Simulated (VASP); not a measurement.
Runs of VASP 6.6.1 on BeS. Symmetry: Fm-3m, No. 225, cubic system. The conventional cell has a = 4.635 Å, b = 4.635 Å, c = 4.635 Å, α = 90.00°, β = 90.00°, γ = 90.00°. Be (site symmetry m-3m) has 6 S at 2.32 Å within 3.1 Å. S (site symmetry m-3m) has 6 Be at 2.32 Å within 3.1 Å. 

```csv
level,share of exact exchange,screening parameter,gap on the mesh (eV),pressure (GPa)
PBE-based screened hybrid with 15 % exact exchange,0.15,0.1 1/Å,1.95,(b)
PBE-based screened hybrid with 75 % exact exchange,0.75,0.2078 1/Å,(c),-3.8
PBE-based screened hybrid with 75 % exact exchange,0.75,0.5 1/Å,2.29,-2.2
PBE-based screened hybrid with 20 % exact exchange,0.2,0.5 1/Å,1.50,(a)
```

Alike in all rows: no spin polarisation; cell as given; k mesh 4 × 4 × 4; smearing gaussian 0.01 eV.

**Question.** Estimate the missing entries.

**Answer.** (a) 0.1; (b) -0.2; (c) 3.89.

Caveats: all runs use coarse meshes; the PAW data sets were made with another functional, which shifts forces and pressure a little.

A k mesh can miss the band edges.
